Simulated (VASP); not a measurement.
# BN (zincblende type) (F-43m) in VASP: single point with PBE

Aim: the single point of BN (zincblende type) with PBE.

All numbers are computed with VASP 6.6.1; they aren't measurements. Logs are shortened: lines on timing, memory, paths and dates and some standing lists are left out, and cuts for length are marked.

## (1) The cell of the first run

The structure is cubic, space group F-43m (No. 216). Conventional cell: a = 3.625 Å, b = 3.625 Å, c = 3.625 Å, α = 90.00°, β = 90.00°, γ = 90.00°. B (site symmetry -43m) has 4 N at 1.57 Å within 2.1 Å. N (site symmetry -43m) has 4 B at 1.57 Å within 2.1 Å.

## (2) Single point, PBE

INCAR

```
PREC = Accurate ; ENCUT = 520
EDIFF = 1E-7 ; ISMEAR = -1
SIGMA = 0.02 ; LREAL = False
LASPH = True ; NELM = 80
ALGO = Normal ; ISIF = 2
LWAVE = False ; LCHARG = True
GGA = PE ; LELF = True
LVHAR = True ; NBANDS = 16
```

KPOINTS

```
Automatic mesh
0
Gamma
  12 8 12
```

POSCAR

```
BN
1.0
   -1.8123558155      1.8123558155      0.0000000000
    0.0000000000      0.0000000000      3.6247116310
    1.8123558155      1.8123558155      0.0000000000
B N
2 2
Direct
    0.0000000000      0.0000000000      0.0000000000
    0.5000000000      0.5000000000      0.5000000000
    0.0000000000      0.2500000000      0.5000000000
    0.5000000000      0.7500000000      0.0000000000
```

Potentials or basis: VASP PAW PBE potentials, release 64 (B, N).

Run with:

```bash
cat potpaw_PBE.64/B/POTCAR potpaw_PBE.64/N/POTCAR > POTCAR
mpirun -np 1 vasp_std > vasp.out
```

OUTCAR:

```text
PREC = Accurate
   ENCUT = 520
   EDIFF = 1E-7
   ISMEAR = -1
   LREAL = False
   LASPH = True
   NELM = 80
   ISIF = 2
   GGA = PE

 ion  position               nearest neighbor table
   1  0.000  0.000  0.000-   3 1.57   4 1.57   3 1.57   4 1.57
   2  0.500  0.500  0.500-   3 1.57   4 1.57   4 1.57   3 1.57
   3  0.000  0.250  0.500-   1 1.57   2 1.57   1 1.57   2 1.57
   4  0.500  0.750  0.000-   1 1.57   2 1.57   2 1.57   1 1.57

  LATTYP: Found a simple tetragonal cell.
 ALAT       =     2.5630581741
 C/A-ratio  =     1.4142135624

  Lattice vectors:

 A1 = (   1.8123558155,  -1.8123558155,   0.0000000000)
 A2 = (   1.8123558155,   1.8123558155,   0.0000000000)
 A3 = (   0.0000000000,   0.0000000000,   3.6247116310)

Analysis of symmetry for initial positions (statically):
=====================================================================
 Subroutine PRICEL returns following result:

  LATTYP: Found a face centered cubic cell.
 ALAT       =     3.6247116310

  Lattice vectors:

 A1 = (   1.8123558155,   0.0000000000,   1.8123558155)
 A2 = (   1.8123558155,   1.8123558155,   0.0000000000)
 A3 = (   0.0000000000,   1.8123558155,   1.8123558155)

   2 primitive cells build up your supercell.

 Routine SETGRP: Setting up the symmetry group for a
 simple tetragonal supercell.

 Subroutine GETGRP returns: Found  8 space group operations
 (whereof  8 operations were pure point group operations)
 out of a pool of 16 trial point group operations.

The static configuration has the point symmetry D_2d.

Analysis of symmetry for dynamics (positions and initial velocities):
=====================================================================
 Subroutine PRICEL returns following result:

  LATTYP: Found a face centered cubic cell.
 ALAT       =     3.6247116310

  Lattice vectors:

 A1 = (   1.8123558155,   0.0000000000,   1.8123558155)
 A2 = (   1.8123558155,   1.8123558155,   0.0000000000)
 A3 = (   0.0000000000,   1.8123558155,   1.8123558155)

   2 primitive cells build up your supercell.

 Routine SETGRP: Setting up the symmetry group for a
 simple tetragonal supercell.

 Subroutine GETGRP returns: Found  8 space group operations
 (whereof  8 operations were pure point group operations)
 out of a pool of 16 trial point group operations.

The dynamic configuration has the point symmetry D_2d.

 Subroutine INISYM returns: Found  8 space group operations
 (whereof  8 operations are pure point group operations),
 and found     2 'primitive' translations

----------------------------------------------------------------------------------------

                                     Primitive cell

  volume of cell :      11.9058

  direct lattice vectors                    reciprocal lattice vectors
     1.812355815  0.000000000  1.812355816     0.275884016 -0.275884016  0.275884016
     1.812355815  1.812355815  0.000000000     0.275884016  0.275884016 -0.275884016
     0.000000000  1.812355815  1.812355815    -0.275884016  0.275884016  0.275884016

  length of vectors
     2.563058174  2.563058174  2.563058174     0.477845132  0.477845132  0.477845132

  position of ions in fractional coordinates (direct lattice)
     0.000000000  0.000000000  0.000000000
     0.250000000  0.250000000  0.250000000

  ion indices of the primitive-cell ions
   primitive index   ion index
                 1           1
                 2           3

----------------------------------------------------------------------------------------

 KPOINTS: Automatic mesh

Automatic generation of k-mesh.
 Grid dimensions read from file:
 generate k-points for:   12    8   12

 Generating k-lattice:

  Cartesian coordinates                     Fractional coordinates (reciprocal lattice)
    -0.022990335  0.022990335  0.000000000     0.083333333  0.000000000  0.000000000
     0.000000000  0.000000000  0.034485502     0.000000000  0.125000000  0.000000000
     0.022990335  0.022990335  0.000000000     0.000000000  0.000000000  0.083333333

  Length of vectors
     0.032513243  0.034485502  0.032513243

  Shift w.r.t. Gamma in fractional coordinates (k-lattice)
     0.000000000  0.000000000  0.000000000

 Subroutine IBZKPT returns following result:
 ===========================================

 Found    140 irreducible k-points:

 Following reciprocal coordinates:
            Coordinates               Weight
  0.000000  0.000000  0.000000      1.000000
  0.083333  0.000000  0.000000      4.000000
  0.166667  0.000000  0.000000      4.000000
  0.250000  0.000000  0.000000      4.000000
  0.333333  0.000000  0.000000      4.000000
  0.416667  0.000000  0.000000      4.000000
[... 16 lines left out ...]
  0.083333  0.375000  0.000000      8.000000
  0.166667  0.375000  0.000000      8.000000
 [... further k-points ...]
   k-points           NKPTS =    140   k-points in BZ     NKDIM =    140   number of bands    NBANDS=     16
   number of dos      NEDOS =    301   number of ions     NIONS =      4
   total plane-waves  NPLWV =  11200
   dimension x,y,z NGX =    20 NGY =   28 NGZ =   20
   dimension x,y,z NGXF=    40 NGYF=   56 NGZF=   40
   ions per type =               2   2
   NGX,Y,Z   is equivalent  to a cutoff of  12.97, 12.84, 12.97 a.u.
   NGXF,Y,Z  is equivalent  to a cutoff of  25.94, 25.68, 25.94 a.u.
 SYSTEM =  unknown system
   PREC   = accura    normal or accurate (medium, high low for compatibility)
   ISTART =      0    job   : 0-new  1-cont  2-samecut
   ICHARG =      2    charge: 1-file 2-atom 10-const
   ISPIN  =      1    spin polarized calculation?
   LNONCOLLINEAR =      F non collinear calculations
   LSORBIT =      F    spin-orbit coupling
   LASPH  =      T    aspherical Exc in radial PAW
   ENCUT  =  520.0 eV  38.22 Ry    6.18 a.u.   4.77  6.74  4.77*2*pi/ulx,y,z
   NELM   =     80;   NELMIN=  2; NELMDL= -5     # of ELM steps
   EDIFF  = 0.1E-06   stopping-criterion for ELM
   LREAL  =      F    real-space projection
   EDIFFG = 0.1E-05   stopping-criterion for IOM
   NSW    =      0    number of steps for IOM
   IBRION =     -1    ionic relax: 0-MD 1-quasi-New 2-CG
   NFREE  =      0    steps in history (QN), initial steepest desc. (CG)
   ISIF   =      2    stress and relaxation
   ISYM   =      2    0-nonsym 1-usesym 2-fastsym
   POTIM  = 0.5000    time-step for ionic-motion
   TEBEG  =    0.0;   TEEND  =   0.0 temperature during run
   PSTRESS=    0.0 pullay stress
   NELECT =      16.0000    total number of electrons
   NUPDOWN=      -1.0000    fix difference up-down
   EMIN   =  10.00;   EMAX   =-10.00  energy-range for DOS
   EFERMI =   0.00;   METHOD = LEGACY
   ISMEAR =    -1;   SIGMA  =   0.02  broadening in eV -4-tet -1-fermi 0-gaus
   EFERMI_NEDOS =   21; number of points for ismear=-14 and -15
   IALGO  =     38    algorithm
   IMIX   =      4    mixing-type and parameters
     AMIX     =   0.40;   BMIX     =  1.00
     AMIX_MAG =   1.60;   BMIX_MAG =  1.00
  volume/ion in A,a.u.               =       5.95        40.17
  Fermi-wavevector in a.u.,A,eV,Ry     =   1.433897  2.709673 27.974412  2.056061
  Thomas-Fermi vector in A             =   2.553365
   LORBIT       =      0    0 simple, 1 ext, 2 COOP (PROOUT), +10 PAW based schemes
   GGA     = PE    functional components
   LHFCALC =     F    Hartree Fock is set to
   AEXX    =    0.0000 exact exchange contribution
   IVDW    =     0    specifies the selected vdW correction
   LEPSILON=     F    determine dielectric tensor
   LRPA    =     F    only Hartree local field effects (RPA)
 non-spin polarized calculation
  energy-cutoff  :      520.00
  volume of cell :       23.81
 maximum number of plane-waves:       664
 NGX is ok and might be reduce to    20
   NGX =  9   NGY = 13   NGZ =  9

 number of electron      16.0000000 magnetization

 Free energy of the ion-electron system (eV)
  ---------------------------------------------------
  ext. energy  EPLUGINS =         0.00000000
  ---------------------------------------------------
  free energy    TOTEN  =       -34.90201256 eV

  energy without entropy =      -34.90201256  energy(sigma->0) =      -34.90201256

 E-fermi :   7.6704     XC(G=0): -12.7823

 val. band max:        7.3040894856   @ k =   0.0000   0.0000   0.0000
 cond. band min:      11.7549151278   @ k =   0.5000   0.0000   0.5000
 fundamental gap:      4.4508256422
 Fermi energy:         7.6704305302

 k-point     1 :       0.0000    0.0000    0.0000
  band No.  band energies     occupation
      1     -12.8353      2.00000
      2      -7.3008      2.00000
      3      -1.5590      2.00000
      4       2.4397      2.00000
      5       2.4397      2.00000
      6       7.3041      2.00000
[... 8 lines left out ...]
     15      25.0988      0.00000
     16      25.0988      0.00000

 k-point     2 :       0.0833    0.0000    0.0000
  band No.  band energies     occupation
      1     -12.7232      2.00000
      2      -7.2651      2.00000
      3      -1.4650      2.00000
      4       1.9234      2.00000
      5       2.5346      2.00000
      6       6.7669      2.00000
[... 8 lines left out ...]
     15      24.8314      0.00000
     16      24.9272      0.00000

 k-point     3 :       0.1667    0.0000    0.0000
  band No.  band energies     occupation
      1     -12.3896      2.00000
      2      -7.1958      2.00000
      3      -1.1868      2.00000
      4       0.7785      2.00000
      5       2.8137      2.00000
      6       5.4735      2.00000
[... 8 lines left out ...]
     15      24.0900      0.00000
     16      24.4730      0.00000

 k-point     4 :       0.2500    0.0000    0.0000
  band No.  band energies     occupation
      1     -11.8430      2.00000
      2      -7.2189      2.00000
      3      -0.7787      2.00000
      4      -0.2945      2.00000
      5       3.2603      2.00000
      6       3.8999      2.00000
[... 8 lines left out ...]
     15      23.0244      0.00000
     16      23.8631      0.00000

 k-point     5 :       0.3333    0.0000    0.0000
  band No.  band energies     occupation
      1     -11.1015      2.00000
      2      -7.5367      2.00000
      3      -1.0411      2.00000
      4      -0.0177      2.00000
      5       2.3272      2.00000
      6       3.8444      2.00000
[... 8 lines left out ...]
     15      21.8016      0.00000
     16      23.2367      0.00000

 k-point     6 :       0.4167    0.0000    0.0000
  band No.  band energies     occupation
      1     -10.1995      2.00000
      2      -8.2479      2.00000
      3      -0.9405      2.00000
      4       0.7854      2.00000
      5       0.9110      2.00000
      6       2.8386      2.00000
[... 8 lines left out ...]
     15      21.2183      0.00000
     16      22.4824      0.00000
[... 267 lines left out ...]
 k-point    21 :       0.5000    0.2500    0.0000
  band No.  band energies     occupation
      1      -8.9562      2.00000
      2      -8.9562      2.00000
      3      -2.1593      2.00000
      4      -2.1593      2.00000
      5       3.9455      2.00000
      6       3.9455      2.00000
[... 8 lines left out ...]
     15      22.5181      0.00000
     16      22.5181      0.00000

 k-point    22 :       0.0000    0.3750    0.0000
  band No.  band energies     occupation
      1     -11.7192      2.00000
      2      -9.8716      2.00000
      3       1.7872      2.00000
      4       3.5276      2.00000
      5       3.5276      2.00000
      6       4.7905      2.00000
[... 8 lines left out ...]
     15      22.2532      0.00000
     16      22.2532      0.00000

 k-point    23 :       0.0833    0.3750    0.0000
  band No.  band energies     occupation
      1     -11.6126      2.00000
      2      -9.7800      2.00000
      3       1.4186      2.00000
      4       3.4535      2.00000
      5       3.6054      2.00000
      6       3.8311      2.00000
[... 8 lines left out ...]
     15      21.9080      0.00000
     16      22.0275      0.00000

 k-point    24 :       0.1667    0.3750    0.0000
  band No.  band energies     occupation
      1     -11.2974      2.00000
      2      -9.5171      2.00000
      3       0.3545      2.00000
      4       2.3223      2.00000
      5       3.4809      2.00000
      6       3.8300      2.00000
[... 8 lines left out ...]
     15      21.1164      0.00000
     16      21.4001      0.00000

 [... further k-points ...]

------------------------ aborting loop because EDIFF is reached ----------------------------------------

  FORCE on cell =-STRESS in cart. coord.  units (eV):
  Direction    XX          YY          ZZ          XY          YZ          ZX
  --------------------------------------------------------------------------------------
  -------------------------------------------------------------------------------------
  Total        0.0343076      0.0343076      0.0344194      0.0000000      0.0000000     -0.0000000
  in kB        2.3083956      2.3083956      2.3159195      0.0000000      0.0000000     -0.0000000
  external PRESSURE =       2.3109036 kB  Pullay stress =       0.0000000 kB

 VOLUME and BASIS-vectors are now :
 -----------------------------------------------------------------------------
  energy-cutoff  :      520.00
  volume of cell :       23.81
      direct lattice vectors                 reciprocal lattice vectors
    -1.812355815  1.812355815  0.000000000    -0.275884016  0.275884016  0.000000000
     0.000000000  0.000000000  3.624711631     0.000000000  0.000000000  0.275884016
     1.812355815  1.812355815  0.000000000     0.275884016  0.275884016  0.000000000

 POSITION                                       TOTAL-FORCE (eV/Angst)
 -----------------------------------------------------------------------------------
      0.00000      0.00000      0.00000         0.000000     -0.000000      0.000000
      0.00000      1.81236      1.81236         0.000000     -0.000000      0.000000
      0.90618      0.90618      0.90618        -0.000000      0.000000      0.000000
     -0.90618      0.90618      2.71853         0.000000      0.000000      0.000000
 -----------------------------------------------------------------------------------
    total drift:                               -0.000000     -0.000000     -0.000000

  FREE ENERGIE OF THE ION-ELECTRON SYSTEM (eV)
  ---------------------------------------------------
  free  energy   TOTEN  =       -34.9020125570 eV

  energy  without entropy=      -34.9020125570  energy(sigma->0) =      -34.90201256
```

It took 21 s on 1 thread of AMD EPYC 9R45 (Zen 5), shared host; peak memory 0.13 GiB.

Results:

- Free energy: -34.9020 eV
- Pressure: 0.2 GPa
- Band gap on the k mesh: 4.45 eV

Levels at points of the mesh, in eV from the valence-band top:
| k point | band 4 | band 5 | band 6 | band 7 | band 8 | band 9 | band 10 | band 11 | band 12 | band 13 |
| --- | --- | --- | --- | --- | --- | --- | --- | --- | --- | --- |
| (0.00, 0.00, 0.00) | -4.86 | -4.86 | 0.00 | 0.00 | 0.00 | 4.45 | 8.78 | 8.78 | 8.78 | 9.19 |
| (0.50, 0.00, 0.00) | -7.53 | -5.55 | -5.55 | -2.08 | -2.08 | 9.68 | 9.68 | 12.10 | 12.10 | 12.78 |
| (0.00, 0.50, 0.00) | -3.97 | -2.99 | -2.99 | -2.99 | -2.99 | 6.76 | 6.76 | 11.47 | 11.47 | 13.36 |
| (0.50, 0.50, 0.00) | -10.62 | -1.93 | -1.93 | -1.93 | -1.93 | 10.04 | 10.04 | 10.66 | 10.66 | 10.66 |
| (0.50, 0.00, 0.50) | -8.86 | -4.86 | -4.86 | -4.86 | -4.86 | 4.45 | 4.45 | 9.19 | 9.19 | 17.79 |
| (0.50, 0.50, 0.50) | -7.55 | -6.90 | -6.90 | -6.45 | -6.45 | 9.56 | 9.56 | 13.21 | 13.21 | 14.46 |

A k mesh can miss the band edges.
